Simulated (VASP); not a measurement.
# Cu (I4/mmm) in VASP: further runs, part 2 of 2

VASP 6.6.1. Earlier steps stand in the parts before.

## Step 5: Single point, PBEsol (strain +0.040 along x and y, +0.000 along z)

INCAR reads:

```
SYSTEM = Cu
PREC = Accurate ; ENCUT = 520
EDIFF = 1E-6 ; ISMEAR = 0
SIGMA = 0.15 ; LREAL = .FALSE.
LASPH = .TRUE. ; NELM = 80
ALGO = Fast ; ISIF = 2
LWAVE = .FALSE. ; LCHARG = .FALSE.
GGA = PS ; NBANDS = 12
```

KPOINTS reads:

```
regular mesh
0
G
  22 22 22
  0 0 0
```

POSCAR reads:

```
Cu
1.0
    0.0000000000      1.8798000000      1.8075000000
    1.8798000000      0.0000000000      1.8075000000
    1.8798000000      1.8798000000      0.0000000000
Cu
1
Direct
    0.0000000000      0.0000000000      0.0000000000
```

Command:

```bash
$ cat potpaw_PBE.64/Cu/POTCAR > POTCAR
$ mpirun -np 1 vasp_std > vasp.out
```

It took 3.8 min on 1 thread of Intel Xeon Platinum 8259CL at 2.50GHz (Skylake/Cascade Lake), shared host; peak memory 0.23 GiB.

It converged, with:

```yaml
Free_energy: -4.2389 eV
Pressure: -14.2 GPa
```

Stress tensor (GPa, compression positive):
```
-14.78   0.00   0.00
  0.00 -14.78   0.00
  0.00   0.00 -13.16
```

Levels at points of the mesh, in eV from the Fermi level:
| k point | band 2 | band 3 | band 4 | band 5 | band 6 | band 7 | band 8 | band 9 | band 10 | band 11 |
| --- | --- | --- | --- | --- | --- | --- | --- | --- | --- | --- |
| (0.00, 0.00, 0.00) | -2.83 | -2.83 | -2.67 | -2.13 | -1.97 | 22.00 | 23.98 | 23.98 | 24.05 | 26.40 |
| (0.50, 0.00, 0.00) | -2.89 | -2.72 | -1.58 | -1.51 | -0.79 | 3.38 | 20.08 | 20.24 | 21.92 | 23.46 |
| (0.50, 0.50, 0.00) | -4.03 | -1.56 | -1.41 | -1.41 | 2.07 | 7.26 | 11.88 | 11.88 | 16.31 | 18.43 |
| (0.50, 0.00, 0.50) | -4.01 | -1.56 | -1.47 | -1.37 | 1.28 | 6.25 | 12.72 | 12.82 | 17.05 | 19.32 |

Caveat: the cell differs from its parent crystal (strain +0.040 along x and y, +0.000 along z); the PAW data sets were made with another functional, which shifts forces and pressure a little.

## Step 6: Single point, PBEsol (strain +0.040 along x and y, +0.080 along z)

INCAR reads:

```
PREC = Accurate ; ENCUT = 520
EDIFF = 1E-7 ; ISMEAR = 0
SIGMA = 0.15 ; LREAL = F
LASPH = T ; NELM = 60
ALGO = Normal ; ISIF = 2
LWAVE = F ; LCHARG = F
GGA = PS ; NBANDS = 12
```

KPOINTS reads:

```
Automatic mesh
0
Gamma
  22 22 22
```

POSCAR reads:

```
Cu
1.0
    0.0000000000      1.8798000000      1.9521000000
    1.8798000000      0.0000000000      1.9521000000
    1.8798000000      1.8798000000      0.0000000000
Cu
1
Direct
    0.0000000000      0.0000000000      0.0000000000
```

Potentials or basis: VASP PAW PBE potentials, release 64 (Cu).

Command:

```bash
$ cat potpaw_PBE.64/Cu/POTCAR > POTCAR
$ mpirun -np 1 vasp_std > vasp.out
```

Wall time 64 s (1 thread of Intel Xeon 6975P-C (Granite Rapids), shared host); peak memory 0.23 GiB.

It converged, with:

| Property | Result |
| --- | --- |
| Free energy | -4.1295 eV |
| Pressure | -19.6 GPa |

Stress tensor (GPa, compression positive):
```
-19.05   0.00   0.00
  0.00 -19.05   0.00
  0.00   0.00 -20.66
```

Levels at points of the mesh, in eV from the Fermi level:
```
           k point  band 3  band 4  band 5  band 6  band 7  band 8  band 9  band 10
(0.00, 0.00, 0.00)   -2.53   -2.53   -2.01   -1.86   21.36   22.81   22.81    22.82
(0.50, 0.00, 0.00)   -2.53   -1.51   -1.45   -0.59    3.04   18.76   20.30    20.34
(0.50, 0.50, 0.00)   -1.49   -1.38   -1.38    1.13    5.48   12.44   12.44    16.51
(0.50, 0.00, 0.50)   -1.50   -1.42   -1.32    1.82    6.39   11.58   11.71    15.85
```

Caveat: the cell differs from its parent crystal (strain +0.040 along x and y, +0.080 along z); the PAW data sets were made with another functional, which shifts forces and pressure a little.

## Step 7: Single point, PBEsol (strain +0.080 along x and y, +0.040 along z)

INCAR reads:

```
ALGO = Fast
EDIFF = 1E-6
ENCUT = 520
GGA = PS
ISIF = 2
ISMEAR = 0
LASPH = True
LCHARG = False
LREAL = False
LWAVE = False
NBANDS = 12
NELM = 60
PREC = Accurate
SIGMA = 0.15
```

KPOINTS reads:

```
k-points
0
Gamma
  22 22 22
```

POSCAR reads:

```
Cu
1.0
    0.0000000000      1.9521000000      1.8798000000
    1.9521000000      0.0000000000      1.8798000000
    1.9521000000      1.9521000000      0.0000000000
Cu
1
Direct
    0.0000000000      0.0000000000      0.0000000000
```

Potentials or basis: VASP PAW PBE potentials, release 64 (Cu).

Command:

```bash
$ cat potpaw_PBE.64/Cu/POTCAR > POTCAR
$ mpirun -np 1 vasp_std > vasp.out
```

OUTCAR:

```text
EDIFF = 1E-6
   ENCUT = 520
   GGA = PS
   ISIF = 2
   ISMEAR = 0
   LASPH = True
   LREAL = False
   NELM = 60
   PREC = Accurate

 ion  position               nearest neighbor table
   1  0.000  0.000  0.000-

  LATTYP: Found a body centered tetragonal cell.
 ALAT       =     2.7606862951
 C/A-ratio  =     1.3618352823

  Lattice vectors:

 A1 = (   0.0000000000,  -1.9521000000,  -1.8798000000)
 A2 = (   0.0000000000,   1.9521000000,  -1.8798000000)
 A3 = (   1.9521000000,   0.0000000000,   1.8798000000)

Analysis of symmetry for initial positions (statically):
=====================================================================
 Subroutine PRICEL returns:
 Original cell was already a primitive cell.

 Routine SETGRP: Setting up the symmetry group for a
 body centered tetragonal supercell.

 Subroutine GETGRP returns: Found 16 space group operations
 (whereof 16 operations were pure point group operations)
 out of a pool of 16 trial point group operations.

The static configuration has the point symmetry D_4h.

Analysis of symmetry for dynamics (positions and initial velocities):
=====================================================================
 Subroutine PRICEL returns:
 Original cell was already a primitive cell.

 Routine SETGRP: Setting up the symmetry group for a
 body centered tetragonal supercell.

 Subroutine GETGRP returns: Found 16 space group operations
 (whereof 16 operations were pure point group operations)
 out of a pool of 16 trial point group operations.

The dynamic configuration has the point symmetry D_4h.

 Subroutine INISYM returns: Found 16 space group operations
 (whereof 16 operations are pure point group operations),
 and found     1 'primitive' translations

----------------------------------------------------------------------------------------

                                     Primitive cell

  volume of cell :      14.3267

  direct lattice vectors                    reciprocal lattice vectors
     0.000000000  1.952100000  1.879800000    -0.256134419  0.256134419  0.265985743
     1.952100000  0.000000000  1.879800000     0.256134419 -0.256134419  0.265985743
     1.952100000  1.952100000  0.000000000     0.256134419  0.256134419 -0.265985743

  length of vectors
     2.710044732  2.710044732  2.760686295     0.449397482  0.449397482  0.449397482

  position of ions in fractional coordinates (direct lattice)
     0.000000000  0.000000000  0.000000000

  ion indices of the primitive-cell ions
   primitive index   ion index
                 1           1

----------------------------------------------------------------------------------------

 KPOINTS: k-points

Automatic generation of k-mesh.
 Grid dimensions read from file:
 generate k-points for:   22   22   22

 Generating k-lattice:

  Cartesian coordinates                     Fractional coordinates (reciprocal lattice)
    -0.011642474  0.011642474  0.012090261     0.045454545  0.000000000  0.000000000
     0.011642474 -0.011642474  0.012090261     0.000000000  0.045454545  0.000000000
     0.011642474  0.011642474 -0.012090261     0.000000000  0.000000000  0.045454545

  Length of vectors
     0.020427158  0.020427158  0.020427158

  Shift w.r.t. Gamma in fractional coordinates (k-lattice)
     0.000000000  0.000000000  0.000000000

 Subroutine IBZKPT returns following result:
 ===========================================

 Found    834 irreducible k-points:

 Following reciprocal coordinates:
            Coordinates               Weight
  0.000000  0.000000  0.000000      1.000000
  0.045455 -0.000000  0.000000      8.000000
  0.090909 -0.000000  0.000000      8.000000
  0.136364 -0.000000  0.000000      8.000000
  0.181818  0.000000  0.000000      8.000000
  0.227273 -0.000000  0.000000      8.000000
[... 16 lines left out ...]
  0.500000  0.045455  0.000000      8.000000
 -0.454545  0.045455  0.000000      8.000000
 [... further k-points ...]
   k-points           NKPTS =    834   k-points in BZ     NKDIM =    834   number of bands    NBANDS=     12
   number of dos      NEDOS =    301   number of ions     NIONS =      1
   total plane-waves  NPLWV =   9600
   dimension x,y,z NGX =    20 NGY =   20 NGZ =   24
   dimension x,y,z NGXF=    40 NGYF=   40 NGZF=   48
   ions per type =               1
   NGX,Y,Z   is equivalent  to a cutoff of  12.27, 12.27, 14.45 a.u.
   NGXF,Y,Z  is equivalent  to a cutoff of  24.54, 24.54, 28.91 a.u.
 SYSTEM =  unknown system
   PREC   = accura    normal or accurate (medium, high low for compatibility)
   ISTART =      0    job   : 0-new  1-cont  2-samecut
   ICHARG =      2    charge: 1-file 2-atom 10-const
   ISPIN  =      1    spin polarized calculation?
   LNONCOLLINEAR =      F non collinear calculations
   LSORBIT =      F    spin-orbit coupling
   LASPH  =      T    aspherical Exc in radial PAW
   ENCUT  =  520.0 eV  38.22 Ry    6.18 a.u.   5.04  5.04  5.13*2*pi/ulx,y,z
   NELM   =     60;   NELMIN=  2; NELMDL= -5     # of ELM steps
   EDIFF  = 0.1E-05   stopping-criterion for ELM
   LREAL  =      F    real-space projection
   EDIFFG = 0.1E-04   stopping-criterion for IOM
   NSW    =      0    number of steps for IOM
   IBRION =     -1    ionic relax: 0-MD 1-quasi-New 2-CG
   NFREE  =      0    steps in history (QN), initial steepest desc. (CG)
   ISIF   =      2    stress and relaxation
   ISYM   =      2    0-nonsym 1-usesym 2-fastsym
   POTIM  = 0.5000    time-step for ionic-motion
   TEBEG  =    0.0;   TEEND  =   0.0 temperature during run
   PSTRESS=    0.0 pullay stress
   NELECT =      11.0000    total number of electrons
   NUPDOWN=      -1.0000    fix difference up-down
   EMIN   =  10.00;   EMAX   =-10.00  energy-range for DOS
   EFERMI =   0.00;   METHOD = LEGACY
   ISMEAR =     0;   SIGMA  =   0.15  broadening in eV -4-tet -1-fermi 0-gaus
   EFERMI_NEDOS =   21; number of points for ismear=-14 and -15
   IALGO  =     68    algorithm
   IMIX   =      4    mixing-type and parameters
     AMIX     =   0.40;   BMIX     =  1.00
     AMIX_MAG =   1.60;   BMIX_MAG =  1.00
  volume/ion in A,a.u.               =      14.33        96.68
  Fermi-wavevector in a.u.,A,eV,Ry     =   1.499077  2.832844 30.575426  2.247230
  Thomas-Fermi vector in A             =   2.610753
   LORBIT       =      0    0 simple, 1 ext, 2 COOP (PROOUT), +10 PAW based schemes
   GGA     = PS    functional components
   LHFCALC =     F    Hartree Fock is set to
   AEXX    =    0.0000 exact exchange contribution
   IVDW    =     0    specifies the selected vdW correction
   LEPSILON=     F    determine dielectric tensor
   LRPA    =     F    only Hartree local field effects (RPA)
 non-spin polarized calculation
 RMM-DIIS sequential band-by-band and
 Gauss-broadening in eV      SIGMA  =   0.15
  energy-cutoff  :      520.00
  volume of cell :       14.33
 maximum number of plane-waves:       398
   NGX =  9   NGY =  9   NGZ = 11

 number of electron      11.0000004 magnetization

 Free energy of the ion-electron system (eV)
  ---------------------------------------------------
  ext. energy  EPLUGINS =         0.00000000
  ---------------------------------------------------
  free energy    TOTEN  =        -4.06216168 eV

  energy without entropy =       -4.05901803  energy(sigma->0) =       -4.06058986

 E-fermi :   5.2370     XC(G=0): -11.8206

 val. band max:        5.2295133296   @ k =   0.5000   0.2273   0.0909
 cond. band min:       5.2384957297   @ k =  -0.1818   0.3182   0.2273
 fundamental gap:      0.0089824001
 Fermi energy:         5.2370492602

 k-point     1 :       0.0000    0.0000    0.0000
  band No.  band energies     occupation
      1      -2.7673      2.00000
      2       2.7027      2.00000
      3       2.7027      2.00000
      4       2.8370      2.00000
      5       3.2918      2.00000
      6       3.4247      2.00000
      7      26.2872      0.00000
      8      27.4654      0.00000
      9      27.4815      0.00000
     10      27.4815      0.00000
     11      29.9247      0.00000
     12      29.9562      0.00000
[... 331 lines left out ...]
 k-point    24 :      -0.4545    0.0455    0.0000
  band No.  band energies     occupation
      1       1.1433      2.00000
      2       2.6790      2.00000
      3       2.7813      2.00000
      4       3.5925      2.00000
      5       3.7879      2.00000
      6       4.7555      1.99999
      7       8.4386      0.00000
      8      23.7228      0.00000
      9      24.0904      0.00000
     10      24.3742      0.00000
     11      27.5649      0.00000
     12      28.9421      0.00000

 [... further k-points ...]
[... 5 lines left out ...]
  --------------------------------------------------------------------------------------
  -------------------------------------------------------------------------------------
  Total       -1.8626029     -1.8626029     -1.7616874      0.0000000      0.0000000     -0.0000000
  in kB     -208.2980006   -208.2980006   -197.0124469      0.0000000      0.0000000     -0.0000000
  external PRESSURE =    -204.5361494 kB  Pullay stress =       0.0000000 kB

 VOLUME and BASIS-vectors are now :
 -----------------------------------------------------------------------------
  energy-cutoff  :      520.00
  volume of cell :       14.33
      direct lattice vectors                 reciprocal lattice vectors
     0.000000000  1.952100000  1.879800000    -0.256134419  0.256134419  0.265985743
     1.952100000  0.000000000  1.879800000     0.256134419 -0.256134419  0.265985743
     1.952100000  1.952100000  0.000000000     0.256134419  0.256134419 -0.265985743

 POSITION                                       TOTAL-FORCE (eV/Angst)
 -----------------------------------------------------------------------------------
      0.00000      0.00000      0.00000         0.000000      0.000000     -0.000000
 -----------------------------------------------------------------------------------
    total drift:                                0.000000      0.000000      0.000000

  FREE ENERGIE OF THE ION-ELECTRON SYSTEM (eV)
  ---------------------------------------------------
  free  energy   TOTEN  =        -4.0621616831 eV

  energy  without entropy=       -4.0590180338  energy(sigma->0) =       -4.06058986
```

stdout:

```text
POSCAR found type information on POSCAR Cu
 POSCAR found :  1 types and       1 ions
 scaLAPACK will be used
 -----------------------------------------------------------------------------
|                                                                             |
|                                                                             |
|     You enforced a specific xc type in the INCAR file but a different       |
|     I HOPE YOU KNOW WHAT YOU ARE DOING!                                     |
|                                                                             |
 -----------------------------------------------------------------------------

 LDA part: xc-table for (Slater+PW92), standard interpolation
 POSCAR, INCAR and KPOINTS ok, starting setup
 FFT: planning ... GRIDC
 FFT: planning ... GRID_SOFT
 FFT: planning ... GRID
 WAVECAR not read
 entering main loop
WARNING in EDDRMM: call to ZHEGV failed, returncode =   6  3      9
WARNING in EDDRMM: call to ZHEGV failed, returncode =   6  3      9
WARNING in EDDRMM: call to ZHEGV failed, returncode =   6  3     10
WARNING in EDDRMM: call to ZHEGV failed, returncode =   6  3     10
WARNING in EDDRMM: call to ZHEGV failed, returncode =   6  3      9
```

Run time: 81 s. Hardware: 1 thread of Intel Xeon 6975P-C (Granite Rapids), shared host; peak memory 0.23 GiB.

What came out:

| Item | Value |
| --- | --- |
| Free energy | -4.0622 eV |
| Pressure | -20.5 GPa |

Stress tensor (GPa, compression positive):
```
-20.83   0.00   0.00
  0.00 -20.83   0.00
  0.00   0.00 -19.70
```

Caveat: the cell differs from its parent crystal (strain +0.080 along x and y, +0.040 along z); the PAW data sets were made with another functional, which shifts forces and pressure a little.

## Step 8: Summary

| cell | gap on the mesh (eV) | pressure (GPa) |
| --- | --- | --- |
| a = 2.506, b = 2.506, c = 2.556 Å, angles 59.3, 59.3, 61.3°, 1 atom | none | 0.4 |
| a = 2.608, b = 2.608, c = 2.556 Å, angles 60.7, 60.7, 58.7°, 1 atom | none | -10.5 |
| a = 2.660, b = 2.660, c = 2.556 Å, angles 61.3, 61.3, 57.4°, 1 atom | none | -14.1 |
| a = 2.608, b = 2.608, c = 2.658 Å, angles 59.4, 59.4, 61.3°, 1 atom | none | -14.2 |
| a = 2.710, b = 2.710, c = 2.658 Å, angles 60.6, 60.6, 58.7°, 1 atom | none | -19.6 |
| a = 2.710, b = 2.710, c = 2.761 Å, angles 59.4, 59.4, 61.2°, 1 atom | none | -20.5 |

Alike in all rows: task single point; level PBEsol; potentials or basis VASP PAW PBE potentials, release 64 (Cu); no spin polarisation; k mesh 22 × 22 × 22; cutoff (eV) 520; smearing gaussian 0.15 eV.

Caveats: the PAW data sets were made with another functional, which shifts forces and pressure a little.

Total energies depend on the potentials used, so only differences within one code and one set of settings carry meaning.
